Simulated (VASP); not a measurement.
Wanted: the native input for a VASP 6.6.1 run.

```
Task                   : single point
Functional             : PBEsol
Potentials or basis    : VASP PAW PBE potentials, release 64 (Os)
Cutoff                 : 520 eV
k mesh                 : 17 × 17 × 10
Occupations            : fermi-dirac, width 0.08 eV
Spin                   : no spin polarisation
Dipole correction      : no
Further INCAR settings : ALGO = Normal; EDIFF = 1e-06; NBANDS = 15
```

The structure of Os lies in POSCAR:

```
Os
1.0
    2.7249557601      0.0000000000      0.0000000000
   -1.3624778801      2.3598809125      0.0000000000
    0.0000000000      0.0000000000      4.3052527349
Os
2
Direct
    0.3333333333      0.6666666667      0.2500000000
    0.6666666667      0.3333333333      0.7500000000
```

This cell differs from its parent crystal: volume scaled by 0.99.

The input as run:

INCAR

```
  PREC = Accurate
  ENCUT = 520
  EDIFF = 1E-6
  ISMEAR = -1
  SIGMA = 0.08
  LREAL = F
  LASPH = T
  NELM = 80
  ALGO = Normal
  ISIF = 2
  LWAVE = F
  LCHARG = T
  GGA = PS
  LELF = T
  LVHAR = T
  NBANDS = 15
```

KPOINTS

```
regular mesh
0
Gamma
  17 17 10
```

Potentials or basis: VASP PAW PBE potentials, release 64 (Os).

Launch:

```sh
$ cat potpaw_PBE.64/Os/POTCAR > POTCAR
$ mpirun -np 1 vasp_std > vasp.out
```

It gave:

The pressure is 2.1 GPa and the band gap on the k mesh is zero (band 8 reaches 11.57 eV, above the bottom of band 9 at 7.58 eV).

Caveat: the PAW data sets were made with another functional, which shifts forces and pressure a little; spin-orbit coupling is left out, which moves the levels of the heavy elements.

Wall time 43 s on 1 thread of Intel(R) Xeon(R) 6975P-C (Granite Rapids), with other jobs on the host, peak memory 0.19 GiB.
